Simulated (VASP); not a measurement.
# Ag (Pm-3m) in VASP: a series of runs

Runs on Ag. Level: revPBE. Tasks: single point.

Everything below comes from runs of VASP 6.6.1. Logs are shortened: lines on timing, memory, paths and dates and some standing lists are left out, and cuts for length are marked.

**1. The cell of the first run**

Symmetry: Pm-3m, No. 221, cubic system. The conventional cell has a = 2.670 Å, b = 2.670 Å, c = 2.670 Å, α = 90.00°, β = 90.00°, γ = 90.00°. Ag (site symmetry m-3m) has 6 Ag at 2.67 Å within 3.5 Å.

This isn't the form of Ag at room conditions, which is fcc.

**2. Single point, revPBE (19.03 Å³/atom)**

File INCAR:

```
SYSTEM = Ag
PREC     = Accurate       ! precision mode
ENCUT    = 520            ! plane-wave cutoff, eV
EDIFF    = 1E-7           ! SCF threshold, eV
ISMEAR   = -1             ! smearing method
SIGMA    = 0.1            ! smearing width, eV
LREAL    = .False.        ! projectors in reciprocal space
LASPH    = .True.         ! aspherical terms in the spheres
NELM     = 80             ! most SCF steps
ALGO     = Normal         ! electronic algorithm
ISIF     = 2              ! what is computed and relaxed
LWAVE    = .False.        ! write WAVECAR
LCHARG   = .True.         ! write CHGCAR
GGA      = RE             ! functional
LELF     = .True.         ! ELF
LVHAR    = .True.       
NBANDS   = 12             ! bands
```

File KPOINTS:

```
regular mesh
0
Gamma
  18 18 18
  0 0 0
```

File POSCAR:

```
Ag
1.0
    2.6697421564      0.0000000000      0.0000000000
    0.0000000000      2.6697421564      0.0000000000
    0.0000000000      0.0000000000      2.6697421564
Ag
1
Direct
    0.0000000000      0.0000000000      0.0000000000
```

Potentials or basis: VASP PAW PBE potentials, release 64 (Ag).

On the command line:

```sh
cat potpaw_PBE.64/Ag/POTCAR > POTCAR
mpirun -np 1 vasp_std > vasp.out
```

OUTCAR:

```text
SYSTEM = Ag
   PREC = Accurate
   ENCUT = 520
   EDIFF = 1E-7
   ISMEAR = -1
   LREAL = .False.
   LASPH = .True.
   NELM = 80
   ISIF = 2
   GGA = RE

 ion  position               nearest neighbor table
   1  0.000  0.000  0.000-

  LATTYP: Found a simple cubic cell.
 ALAT       =     2.6697421564

  Lattice vectors:

 A1 = (   2.6697421564,   0.0000000000,   0.0000000000)
 A2 = (   0.0000000000,   2.6697421564,   0.0000000000)
 A3 = (   0.0000000000,   0.0000000000,   2.6697421564)

Analysis of symmetry for initial positions (statically):
=====================================================================
 Subroutine PRICEL returns:
 Original cell was already a primitive cell.

 Routine SETGRP: Setting up the symmetry group for a
 simple cubic supercell.

 Subroutine GETGRP returns: Found 48 space group operations
 (whereof 48 operations were pure point group operations)
 out of a pool of 48 trial point group operations.

The static configuration has the point symmetry O_h .

Analysis of symmetry for dynamics (positions and initial velocities):
=====================================================================
 Subroutine PRICEL returns:
 Original cell was already a primitive cell.

 Routine SETGRP: Setting up the symmetry group for a
 simple cubic supercell.

 Subroutine GETGRP returns: Found 48 space group operations
 (whereof 48 operations were pure point group operations)
 out of a pool of 48 trial point group operations.

The dynamic configuration has the point symmetry O_h .

 Subroutine INISYM returns: Found 48 space group operations
 (whereof 48 operations are pure point group operations),
 and found     1 'primitive' translations

----------------------------------------------------------------------------------------

                                     Primitive cell

  volume of cell :      19.0286

  direct lattice vectors                    reciprocal lattice vectors
     2.669742156  0.000000000  0.000000000     0.374568007  0.000000000  0.000000000
     0.000000000  2.669742156  0.000000000     0.000000000  0.374568007  0.000000000
     0.000000000  0.000000000  2.669742156     0.000000000  0.000000000  0.374568007

  length of vectors
     2.669742156  2.669742156  2.669742156     0.374568007  0.374568007  0.374568007

  position of ions in fractional coordinates (direct lattice)
     0.000000000  0.000000000  0.000000000

  ion indices of the primitive-cell ions
   primitive index   ion index
                 1           1
[... 73 lines left out ...]
   LREAL  =      F    real-space projection
   EDIFFG = 0.1E-05   stopping-criterion for IOM
   NSW    =      0    number of steps for IOM
   IBRION =     -1    ionic relax: 0-MD 1-quasi-New 2-CG
   NFREE  =      0    steps in history (QN), initial steepest desc. (CG)
   ISIF   =      2    stress and relaxation
   ISYM   =      2    0-nonsym 1-usesym 2-fastsym
   POTIM  = 0.5000    time-step for ionic-motion
   TEBEG  =    0.0;   TEEND  =   0.0 temperature during run
   PSTRESS=    0.0 pullay stress
   NELECT =      11.0000    total number of electrons
   NUPDOWN=      -1.0000    fix difference up-down
   EMIN   =  10.00;   EMAX   =-10.00  energy-range for DOS
   EFERMI =   0.00;   METHOD = LEGACY
   ISMEAR =    -1;   SIGMA  =   0.10  broadening in eV -4-tet -1-fermi 0-gaus
   EFERMI_NEDOS =   21; number of points for ismear=-14 and -15
   IALGO  =     38    algorithm
   IMIX   =      4    mixing-type and parameters
     AMIX     =   0.40;   BMIX     =  1.00
     AMIX_MAG =   1.60;   BMIX_MAG =  1.00
  volume/ion in A,a.u.               =      19.03       128.41
  Fermi-wavevector in a.u.,A,eV,Ry     =   1.363755  2.577124 25.304498  1.859828
  Thomas-Fermi vector in A             =   2.490130
   LORBIT       =      0    0 simple, 1 ext, 2 COOP (PROOUT), +10 PAW based schemes
   GGA     = RE    functional components
   LHFCALC =     F    Hartree Fock is set to
   AEXX    =    0.0000 exact exchange contribution
   IVDW    =     0    specifies the selected vdW correction
   LEPSILON=     F    determine dielectric tensor
   LRPA    =     F    only Hartree local field effects (RPA)
 non-spin polarized calculation
  energy-cutoff  :      520.00
  volume of cell :       19.03
 maximum number of plane-waves:       536
 NGX is ok and might be reduce to    20
   NGX =  9   NGY =  9   NGZ =  9

 number of electron      10.9999991 magnetization

 Free energy of the ion-electron system (eV)
  ---------------------------------------------------
  ext. energy  EPLUGINS =         0.00000000
  ---------------------------------------------------
  free energy    TOTEN  =        -1.92365607 eV

  energy without entropy =       -1.91589356  energy(sigma->0) =       -1.91977481

 E-fermi :   7.0496     XC(G=0): -11.3718

 val. band max:        7.0315309150   @ k =   0.3889   0.2778   0.1111
 cond. band min:       7.0681793801   @ k =   0.5000   0.1111   0.0556
 fundamental gap:      0.0366484651
 Fermi energy:         7.0495588556

 k-point     1 :       0.0000    0.0000    0.0000
  band No.  band energies     occupation
      1       0.1763      2.00000
      2       0.8922      2.00000
      3       0.8922      2.00000
      4       4.2386      2.00000
      5       4.2386      2.00000
      6       4.2386      2.00000
      7      21.6512      0.00000
      8      21.6512      0.00000
      9      21.6512      0.00000
     10      27.0949      0.00000
     11      27.0949      0.00000
     12      27.5465      0.00000
[... 331 lines left out ...]
 k-point    24 :       0.3333    0.1111    0.0000
  band No.  band energies     occupation
      1       1.2369      2.00000
      2       1.5918      2.00000
      3       2.8671      2.00000
      4       3.4138      2.00000
      5       4.1839      2.00000
      6       4.2798      2.00000
      7      12.7740      0.00000
      8      22.0285      0.00000
      9      25.5580      0.00000
     10      25.6288      0.00000
     11      28.0647      0.00000
     12      32.5752      0.00000

 [... further k-points ...]
[... 5 lines left out ...]
  --------------------------------------------------------------------------------------
  -------------------------------------------------------------------------------------
  Total        1.2077794      1.2077794      1.2077794      0.0000000     -0.0000000      0.0000000
  in kB      101.6928053    101.6928053    101.6928053      0.0000000     -0.0000000      0.0000000
  external PRESSURE =     101.6928053 kB  Pullay stress =       0.0000000 kB

 VOLUME and BASIS-vectors are now :
 -----------------------------------------------------------------------------
  energy-cutoff  :      520.00
  volume of cell :       19.03
      direct lattice vectors                 reciprocal lattice vectors
     2.669742156  0.000000000  0.000000000     0.374568007  0.000000000  0.000000000
     0.000000000  2.669742156  0.000000000     0.000000000  0.374568007  0.000000000
     0.000000000  0.000000000  2.669742156     0.000000000  0.000000000  0.374568007

 POSITION                                       TOTAL-FORCE (eV/Angst)
 -----------------------------------------------------------------------------------
      0.00000      0.00000      0.00000         0.000000      0.000000      0.000000
 -----------------------------------------------------------------------------------
    total drift:                                0.000000      0.000000      0.000000

  FREE ENERGIE OF THE ION-ELECTRON SYSTEM (eV)
  ---------------------------------------------------
  free  energy   TOTEN  =        -1.9236560692 eV

  energy  without entropy=       -1.9158935581  energy(sigma->0) =       -1.91977481
```

OSZICAR:

```text
N       E                     dE             d eps       ncg     rms          rms(c)
DAV:   1     0.530637810215E+02    0.53064E+02   -0.54477E+03  5328   0.818E+02
DAV:   2    -0.127228287955E+01   -0.54336E+02   -0.51616E+02  6092   0.191E+02
DAV:   3    -0.210236525679E+01   -0.83008E+00   -0.82962E+00  6156   0.252E+01
DAV:   4    -0.210535449676E+01   -0.29892E-02   -0.29891E-02  5920   0.155E+00
DAV:   5    -0.210538328246E+01   -0.28786E-04   -0.28786E-04  6172   0.139E-01    0.466E+00
DAV:   6    -0.193355508047E+01    0.17183E+00   -0.64088E-01  5784   0.715E+00    0.315E+00
DAV:   7    -0.192603685879E+01    0.75182E-02   -0.95824E-03  5988   0.903E-01    0.173E+00
DAV:   8    -0.192363565366E+01    0.24012E-02   -0.10164E-03  5956   0.249E-01    0.720E-02
DAV:   9    -0.192364728679E+01   -0.11633E-04   -0.11004E-05  5960   0.250E-02    0.175E-02
DAV:  10    -0.192365675085E+01   -0.94641E-05   -0.83345E-06  5960   0.262E-02    0.615E-03
DAV:  11    -0.192365611021E+01    0.64064E-06   -0.17767E-07  5836   0.358E-03    0.689E-04
DAV:  12    -0.192365606924E+01    0.40965E-07   -0.13689E-08  3180   0.914E-04
   1 F= -.19236561E+01 E0= -.19197748E+01  d E =-.776251E-02
```

Wall time 40 s (1 thread of Intel Xeon 8259CL, shared host); peak memory 0.16 GiB.

What came out:

| Property | Result |
| --- | --- |
| Free energy | -1.9237 eV |
| Pressure | 10.2 GPa |
| Band gap on the k mesh | zero (an odd number of electrons rules out a gap without spin polarisation) |

Caveat: the cell stands under pressure; the PAW data sets were made with another functional, which shifts forces and pressure a little.

**3. Single point, revPBE (19.89 Å³/atom)**

This run uses another cell than the first one, of 19.89 Å³/atom.

File INCAR:

```
ALGO = Normal
EDIFF = 1E-7
ENCUT = 520
GGA = RE
ISIF = 2
ISMEAR = -1
LASPH = T
LCHARG = F
LREAL = F
LWAVE = F
NBANDS = 12
NELM = 100
PREC = Accurate
SIGMA = 0.1
```

File KPOINTS:

```
k-points
0
Gamma
  18 18 18
```

File POSCAR:

```
Ag
1.0
    2.7095949298      0.0000000000      0.0000000000
    0.0000000000      2.7095949298      0.0000000000
    0.0000000000      0.0000000000      2.7095949298
Ag
1
Direct
    0.0000000000      0.0000000000      0.0000000000
```

Potentials or basis: VASP PAW PBE potentials, release 64 (Ag).

On the command line:

```sh
cat potpaw_PBE.64/Ag/POTCAR > POTCAR
mpirun -np 1 vasp_std > vasp.out
```

Run time: 46 s. Hardware: 1 thread of Intel Xeon 8259CL, shared host; peak memory 0.17 GiB.

It converged, with:

```yaml
Free_energy: -1.9666 eV
Pressure: 5.8 GPa
Band_gap_on_the_k_mesh: zero (an odd number of electrons rules out a gap without spin polarisation)
```

Levels at points of the mesh, in eV from the Fermi level:
| k point | band 2 | band 3 | band 4 | band 5 | band 6 | band 7 | band 8 | band 9 |
| --- | --- | --- | --- | --- | --- | --- | --- | --- |
| (0.00, 0.00, 0.00) | -5.93 | -5.93 | -2.83 | -2.83 | -2.83 | 14.26 | 14.26 | 14.26 |
| (0.50, 0.00, 0.00) | -5.29 | -3.84 | -3.84 | -2.74 | -0.60 | 1.82 | 17.16 | 19.14 |
| (0.50, 0.50, 0.00) | -5.11 | -3.66 | -3.66 | -2.02 | 3.92 | 3.92 | 7.80 | 9.65 |
| (0.50, 0.50, 0.50) | -5.37 | -5.37 | -1.96 | -1.96 | 8.72 | 8.72 | 8.72 | 10.18 |

Caveat: the cell stands under pressure; the PAW data sets were made with another functional, which shifts forces and pressure a little.

[end of part 1 of 3]
